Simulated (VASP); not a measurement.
A run of VASP 6.6.1:

INCAR

```
SYSTEM = InSb
PREC = Accurate
ENCUT = 520
EDIFF = 1E-7
ISMEAR = -1
SIGMA = 0.03
LREAL = .False.
LASPH = .True.
NELM = 80
ALGO = Normal
ISIF = 2
LWAVE = .False.
LCHARG = .True.
GGA = CA
LELF = .True.
LVHAR = .True.
NBANDS = 16
```

Contents of KPOINTS:

```
Automatic mesh
0
Gamma
  10 10 10
  0 0 0
```

The input POSCAR:

```
InSb
1.0
    0.0000000000      3.3362730000      3.2391000000
    3.3362730000      0.0000000000      3.2391000000
    3.3362730000      3.3362730000      0.0000000000
In Sb
1 1
Direct
    0.0000000000      0.0000000000      0.0000000000
    0.7500000000      0.7500000000      0.7500000000
```

Potentials or basis: VASP PAW LDA potentials, release 64 (In_d, Sb).

Run with:

```console
$ cat potpaw_LDA.64/In_d/POTCAR potpaw_LDA.64/Sb/POTCAR > POTCAR
$ mpirun -np 1 vasp_std > vasp.out
```

Hardware: 1 thread of Intel Xeon 8259CL, on a shared host.

Task: Estimate the wall time of this run.

Result: It took 2.7 min on 1 thread of Intel Xeon 8259CL, on a shared host, peak memory 0.26 GiB. Counts: scf iterations 13, k points 102.
